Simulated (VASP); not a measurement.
# ZrC (P4/mmm) in VASP: a series of runs

Runs on ZrC. Level: PBE. Tasks: single point, relaxation of cell and atoms.

Everything below comes from runs of VASP 6.6.1. Logs are shortened: lines on timing, memory, paths and dates and some standing lists are left out, and cuts for length are marked.

## (1) The cell of the first run

The structure is tetragonal, space group P4/mmm (No. 123). Conventional cell: a = 3.583 Å, b = 3.583 Å, c = 2.660 Å, α = 90.00°, β = 90.00°, γ = 90.00°. Within 3.3 Å of Zr (site symmetry 4/mmm) lie 4 C at 2.53 Å and 2 Zr at 2.66 Å. C (site symmetry 4/mmm) has 4 Zr at 2.53 Å and 2 C at 2.66 Å within 3.3 Å.

## (2) Single point, PBE

File INCAR:

```
SYSTEM = ZrC
PREC = Accurate ; ENCUT = 520
EDIFF = 1E-6 ; ISMEAR = 0
SIGMA = 0.1 ; LREAL = .False.
LASPH = .True. ; NELM = 100
ALGO = Normal ; ISIF = 2
LWAVE = .False. ; LCHARG = .False.
GGA = PE ; NBANDS = 15
```

File KPOINTS:

```
Automatic mesh
0
Gamma
  6 6 6
  0 0 0
```

File POSCAR:

```
ZrC
1.0
    3.5828223100      0.0000000000      0.0000000000
    0.0000000000      3.5828223100      0.0000000000
    0.0000000000      0.0000000000      2.6597072200
Zr C
1 1
Direct
    0.5000000000      0.5000000000      0.0000000000
    0.0000000000      0.0000000000      0.0000000000
```

Potentials or basis: VASP PAW PBE potentials, release 64 (Zr_sv, C).

The run is started by

```
> cat potpaw_PBE.64/Zr_sv/POTCAR potpaw_PBE.64/C/POTCAR > POTCAR
> mpirun -np 1 vasp_std > vasp.out
```

OUTCAR:

```text
SYSTEM = ZrC
   PREC = Accurate
   ENCUT = 520
   EDIFF = 1E-6
   ISMEAR = 0
   LREAL = .False.
   LASPH = .True.
   NELM = 100
   ISIF = 2
   GGA = PE

 ion  position               nearest neighbor table
   1  0.500  0.500  0.000-   2 2.53   2 2.53   2 2.53   2 2.53
   2  0.000  0.000  0.000-   1 2.53   1 2.53   1 2.53   1 2.53

  LATTYP: Found a simple tetragonal cell.
 ALAT       =     3.5828223100
 C/A-ratio  =     0.7423497427

  Lattice vectors:

 A1 = (   3.5828223100,   0.0000000000,   0.0000000000)
 A2 = (   0.0000000000,   3.5828223100,   0.0000000000)
 A3 = (   0.0000000000,   0.0000000000,   2.6597072200)

Analysis of symmetry for initial positions (statically):
=====================================================================
 Subroutine PRICEL returns:
 Original cell was already a primitive cell.

 Routine SETGRP: Setting up the symmetry group for a
 simple tetragonal supercell.

 Subroutine GETGRP returns: Found 16 space group operations
 (whereof 16 operations were pure point group operations)
 out of a pool of 16 trial point group operations.

The static configuration has the point symmetry D_4h.

Analysis of symmetry for dynamics (positions and initial velocities):
=====================================================================
 Subroutine PRICEL returns:
 Original cell was already a primitive cell.

 Routine SETGRP: Setting up the symmetry group for a
 simple tetragonal supercell.

 Subroutine GETGRP returns: Found 16 space group operations
 (whereof 16 operations were pure point group operations)
 out of a pool of 16 trial point group operations.

The dynamic configuration has the point symmetry D_4h.

 Subroutine INISYM returns: Found 16 space group operations
 (whereof 16 operations are pure point group operations),
 and found     1 'primitive' translations

----------------------------------------------------------------------------------------

                                     Primitive cell

  volume of cell :      34.1416

  direct lattice vectors                    reciprocal lattice vectors
     3.582822310  0.000000000  0.000000000     0.279109572  0.000000000  0.000000000
     0.000000000  3.582822310  0.000000000     0.000000000  0.279109572  0.000000000
     0.000000000  0.000000000  2.659707220     0.000000000  0.000000000  0.375981233

  length of vectors
     3.582822310  3.582822310  2.659707220     0.279109572  0.279109572  0.375981233

  position of ions in fractional coordinates (direct lattice)
     0.500000000  0.500000000  0.000000000
     0.000000000  0.000000000  0.000000000

  ion indices of the primitive-cell ions
   primitive index   ion index
                 1           1
                 2           2

----------------------------------------------------------------------------------------

 KPOINTS: Automatic mesh

Automatic generation of k-mesh.
 Grid dimensions read from file:
 generate k-points for:    6    6    6

 Generating k-lattice:

  Cartesian coordinates                     Fractional coordinates (reciprocal lattice)
     0.046518262  0.000000000  0.000000000     0.166666667  0.000000000  0.000000000
     0.000000000  0.046518262  0.000000000     0.000000000  0.166666667  0.000000000
     0.000000000  0.000000000  0.062663539     0.000000000  0.000000000  0.166666667

  Length of vectors
     0.046518262  0.046518262  0.062663539

  Shift w.r.t. Gamma in fractional coordinates (k-lattice)
     0.000000000  0.000000000  0.000000000

 Subroutine IBZKPT returns following result:
 ===========================================

 Found     40 irreducible k-points:

 Following reciprocal coordinates:
            Coordinates               Weight
  0.000000  0.000000  0.000000      1.000000
  0.166667  0.000000  0.000000      4.000000
  0.333333  0.000000  0.000000      4.000000
  0.500000  0.000000  0.000000      2.000000
  0.166667  0.166667  0.000000      4.000000
  0.333333  0.166667  0.000000      8.000000
[... 16 lines left out ...]
  0.333333  0.000000  0.333333      8.000000
  0.500000  0.000000  0.333333      4.000000
 [... further k-points ...]
   k-points           NKPTS =     40   k-points in BZ     NKDIM =     40   number of bands    NBANDS=     15
   number of dos      NEDOS =    301   number of ions     NIONS =      2
   total plane-waves  NPLWV =  15680
   dimension x,y,z NGX =    28 NGY =   28 NGZ =   20
   dimension x,y,z NGXF=    56 NGYF=   56 NGZF=   40
   ions per type =               1   1
   NGX,Y,Z   is equivalent  to a cutoff of  12.99, 12.99, 12.50 a.u.
   NGXF,Y,Z  is equivalent  to a cutoff of  25.98, 25.98, 25.00 a.u.
 SYSTEM =  ZrC
   PREC   = accura    normal or accurate (medium, high low for compatibility)
   ISTART =      0    job   : 0-new  1-cont  2-samecut
   ICHARG =      2    charge: 1-file 2-atom 10-const
   ISPIN  =      1    spin polarized calculation?
   LNONCOLLINEAR =      F non collinear calculations
   LSORBIT =      F    spin-orbit coupling
   LASPH  =      T    aspherical Exc in radial PAW
   ENCUT  =  520.0 eV  38.22 Ry    6.18 a.u.   6.66  6.66  4.95*2*pi/ulx,y,z
   NELM   =    100;   NELMIN=  2; NELMDL= -5     # of ELM steps
   EDIFF  = 0.1E-05   stopping-criterion for ELM
   LREAL  =      F    real-space projection
   EDIFFG = 0.1E-04   stopping-criterion for IOM
   NSW    =      0    number of steps for IOM
   IBRION =     -1    ionic relax: 0-MD 1-quasi-New 2-CG
   NFREE  =      0    steps in history (QN), initial steepest desc. (CG)
   ISIF   =      2    stress and relaxation
   ISYM   =      2    0-nonsym 1-usesym 2-fastsym
   POTIM  = 0.5000    time-step for ionic-motion
   TEBEG  =    0.0;   TEEND  =   0.0 temperature during run
   PSTRESS=    0.0 pullay stress
   NELECT =      16.0000    total number of electrons
   NUPDOWN=      -1.0000    fix difference up-down
   EMIN   =  10.00;   EMAX   =-10.00  energy-range for DOS
   EFERMI =   0.00;   METHOD = LEGACY
   ISMEAR =     0;   SIGMA  =   0.10  broadening in eV -4-tet -1-fermi 0-gaus
   EFERMI_NEDOS =   21; number of points for ismear=-14 and -15
   IALGO  =     38    algorithm
   IMIX   =      4    mixing-type and parameters
     AMIX     =   0.40;   BMIX     =  1.00
     AMIX_MAG =   1.60;   BMIX_MAG =  1.00
  volume/ion in A,a.u.               =      17.07       115.20
  Fermi-wavevector in a.u.,A,eV,Ry     =   1.271608  2.402991 22.000454  1.616988
  Thomas-Fermi vector in A             =   2.404532
   LORBIT       =      0    0 simple, 1 ext, 2 COOP (PROOUT), +10 PAW based schemes
   GGA     = PE    functional components
   LHFCALC =     F    Hartree Fock is set to
   AEXX    =    0.0000 exact exchange contribution
   IVDW    =     0    specifies the selected vdW correction
   LEPSILON=     F    determine dielectric tensor
   LRPA    =     F    only Hartree local field effects (RPA)
 non-spin polarized calculation
 Gauss-broadening in eV      SIGMA  =   0.10
  energy-cutoff  :      520.00
  volume of cell :       34.14
 maximum number of plane-waves:       940
 NGX is ok and might be reduce to    28
   NGX = 13   NGY = 13   NGZ =  9

 number of electron      16.0000000 magnetization

 Free energy of the ion-electron system (eV)
  ---------------------------------------------------
  ext. energy  EPLUGINS =         0.00000000
  ---------------------------------------------------
  free energy    TOTEN  =       -15.38316130 eV

  energy without entropy =      -15.37571992  energy(sigma->0) =      -15.37944061

 E-fermi :   6.5595     XC(G=0): -10.7977

 val. band max:        6.5223344413   @ k =   0.3333   0.3333   0.1667
 cond. band min:       6.6196775247   @ k =   0.0000   0.0000   0.1667
 fundamental gap:      0.0973430834
 Fermi energy:         6.5595475736

 k-point     1 :       0.0000    0.0000    0.0000
  band No.  band energies     occupation
      1     -42.1746      2.00000
      2     -20.0198      2.00000
      3     -20.0198      2.00000
      4     -19.0790      2.00000
      5      -3.9061      2.00000
      6       4.5532      2.00000
      7       5.7649      2.00000
      8       6.4176      1.95536
      9       6.4176      1.95536
     10       9.1276      0.00000
     11      10.2363      0.00000
     12      10.9097      0.00000
     13      12.1659      0.00000
     14      12.1659      0.00000
     15      19.3576      0.00000

 k-point     2 :       0.1667    0.0000    0.0000
  band No.  band energies     occupation
      1     -42.1714      2.00000
      2     -20.0748      2.00000
      3     -20.0132      2.00000
      4     -19.0767      2.00000
      5      -3.6431      2.00000
      6       4.4141      2.00000
      7       4.7914      2.00000
      8       5.5268      2.00000
      9       7.1570      0.00000
     10      10.0088      0.00000
     11      10.4998      0.00000
     12      11.9240      0.00000
     13      12.1874      0.00000
     14      12.3855      0.00000
     15      17.8772      0.00000

 k-point     3 :       0.3333    0.0000    0.0000
  band No.  band energies     occupation
      1     -42.1652      2.00000
      2     -20.1829      2.00000
      3     -20.0000      2.00000
      4     -19.0720      2.00000
      5      -3.0277      2.00000
      6       2.9548      2.00000
      7       4.5187      2.00000
      8       4.7718      2.00000
      9       8.6529      0.00000
     10       9.6448      0.00000
     11      12.2309      0.00000
     12      12.7430      0.00000
     13      12.7799      0.00000
     14      12.9740      0.00000
     15      16.3301      0.00000

 k-point     4 :       0.5000    0.0000    0.0000
  band No.  band energies     occupation
      1     -42.1621      2.00000
      2     -20.2360      2.00000
      3     -19.9934      2.00000
      4     -19.0696      2.00000
      5      -2.6440      2.00000
      6       2.2213      2.00000
      7       4.1502      2.00000
      8       4.8223      2.00000
      9       9.4896      0.00000
     10      10.0260      0.00000
     11      12.2138      0.00000
     12      12.2530      0.00000
     13      12.9000      0.00000
     14      14.1687      0.00000
     15      16.3279      0.00000
[... 307 lines left out ...]
 k-point    22 :       0.1667    0.0000    0.3333
  band No.  band energies     occupation
      1     -41.9098      2.00000
      2     -20.8409      2.00000
      3     -19.8519      2.00000
      4     -19.7986      2.00000
      5      -2.1871      2.00000
      6       4.7695      2.00000
      7       5.7834      2.00000
      8       6.3432      1.99779
      9       7.8347      0.00000
     10       8.1093      0.00000
     11       8.2372      0.00000
     12      11.0074      0.00000
     13      11.2776      0.00000
     14      13.1324      0.00000
     15      18.0188      0.00000

 k-point    23 :       0.3333    0.0000    0.3333
  band No.  band energies     occupation
      1     -41.9041      2.00000
      2     -20.8301      2.00000
      3     -19.9456      2.00000
      4     -19.7870      2.00000
      5      -1.6582      2.00000
      6       4.1738      2.00000
      7       4.5433      2.00000
      8       5.4270      2.00000
      9       7.8580      0.00000
     10       8.6661      0.00000
     11       9.7071      0.00000
     12      10.5765      0.00000
     13      13.3995      0.00000
     14      14.3167      0.00000
     15      17.3164      0.00000

 k-point    24 :       0.5000    0.0000    0.3333
  band No.  band energies     occupation
      1     -41.9013      2.00000
      2     -20.8247      2.00000
      3     -19.9918      2.00000
      4     -19.7811      2.00000
      5      -1.3408      2.00000
      6       3.6974      2.00000
      7       4.1781      2.00000
      8       5.0750      2.00000
      9       7.9092      0.00000
     10       9.2973      0.00000
     11       9.9292      0.00000
     12      10.7838      0.00000
     13      14.4973      0.00000
     14      14.7783      0.00000
     15      16.2715      0.00000

 [... further k-points ...]

------------------------ aborting loop because EDIFF is reached ----------------------------------------

  FORCE on cell =-STRESS in cart. coord.  units (eV):
  Direction    XX          YY          ZZ          XY          YZ          ZX
  --------------------------------------------------------------------------------------
  -------------------------------------------------------------------------------------
  Total       -7.5305714     -7.5305714      5.9471837      0.0000000     -0.0000000     -0.0000000
  in kB     -353.3899043   -353.3899043    279.0856875      0.0000000     -0.0000000     -0.0000000
  external PRESSURE =    -142.5647070 kB  Pullay stress =       0.0000000 kB

 VOLUME and BASIS-vectors are now :
 -----------------------------------------------------------------------------
  energy-cutoff  :      520.00
  volume of cell :       34.14
      direct lattice vectors                 reciprocal lattice vectors
     3.582822310  0.000000000  0.000000000     0.279109572  0.000000000  0.000000000
     0.000000000  3.582822310  0.000000000     0.000000000  0.279109572  0.000000000
     0.000000000  0.000000000  2.659707220     0.000000000  0.000000000  0.375981233

 POSITION                                       TOTAL-FORCE (eV/Angst)
 -----------------------------------------------------------------------------------
      1.79141      1.79141      0.00000         0.000000      0.000000      0.000000
      0.00000      0.00000      0.00000         0.000000      0.000000      0.000000
 -----------------------------------------------------------------------------------
    total drift:                                0.000000      0.000000     -0.000000

  FREE ENERGIE OF THE ION-ELECTRON SYSTEM (eV)
  ---------------------------------------------------
  free  energy   TOTEN  =       -15.3831612985 eV

  energy  without entropy=      -15.3757199177  energy(sigma->0) =      -15.37944061
```

It took 8.6 s on 1 thread of Intel Xeon 6975P-C (Granite Rapids), shared host; peak memory 0.15 GiB.

What came out:

| Quantity | Value |
| --- | --- |
| Free energy | -15.3832 eV |
| Pressure | -14.3 GPa |
| Band gap on the k mesh | zero (band 8 reaches 6.95 eV, above the bottom of band 9 at 6.15 eV) |

Stress tensor (GPa, compression positive):
```
-35.34   0.00   0.00
  0.00 -35.34   0.00
  0.00   0.00  27.91
```

Caveat: the k points lie up to 0.39 Å⁻¹ apart.

(Continued in part 2 of 3.)
